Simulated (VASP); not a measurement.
# WS2: electric field gradients with LDA

Crystal: WS2.

```
W S
1.0
     1.55766    0.89932    6.08003
    -1.55766    0.89932    6.08003
     0.00000   -1.79863    6.08003
W S
1 2
Direct
  0.00000 0.00000 0.00000
  0.75030 0.75030 0.75030
  0.58100 0.58100 0.58100
```

```json
{"Program": "VASP 6.6.1", "Task": "electric field gradients", "Functional": "LDA", "Potentials or basis": "VASP PAW LDA potentials, release 64 (W_sv, S)", "Cutoff": "520 eV", "k mesh": "13 × 13 × 13", "Occupations": "fermi-dirac, width 0.08 eV", "Spin": "no spin polarisation", "Dipole correction": "no", "Further INCAR settings": "ALGO = Normal; EDIFF = 1e-08; NBANDS = 20"}
```

```json
{"Pressure": "4.0 GPa", "Largest force": "0.853 eV/Å", "Band gap on the k mesh": "0.97 eV (least direct gap 2.21 eV)", "Largest electric field gradient by atom": "W -167.6; S -53.0, -45.1 V/Å²"}
```

Forces in eV/Å, atoms in the order of the input:
```
W    0.000  0.000 -0.646
S    0.000  0.000  0.853
S    0.000  0.000 -0.206
```

Stress tensor (GPa, compression positive):
```
3.62 0.00 0.00
0.00 3.62 0.00
0.00 0.00 4.76
```

Levels at points of the mesh, in eV from the valence-band top:
```csv
k point,band 11,band 12,band 13,band 14,band 15,band 16
"(0.00, 0.00, 0.00)",-2.41,-1.61,-1.36,2.22,2.22,2.66
```

Electric field gradients, principal values (V/Å²):
| atom | least | middle | greatest (by size) |
| --- | --- | --- | --- |
| 1 W | 83.815 | 83.815 | -167.630 |
| 2 S | 26.505 | 26.505 | -53.010 |
| 3 S | 22.539 | 22.539 | -45.078 |

Wall time 8.9 min on 1 thread of AMD EPYC 9R45 96-Core Processor (Zen 5) (shared host), peak memory 0.38 GiB.

Caveat: the cell stands under pressure; without QUAD_EFG the Cq values of the log hold for a quadrupole moment of 1 mb, not for the nuclei; spin-orbit coupling is left out, which moves the levels of the heavy elements. A k mesh can miss the band edges.
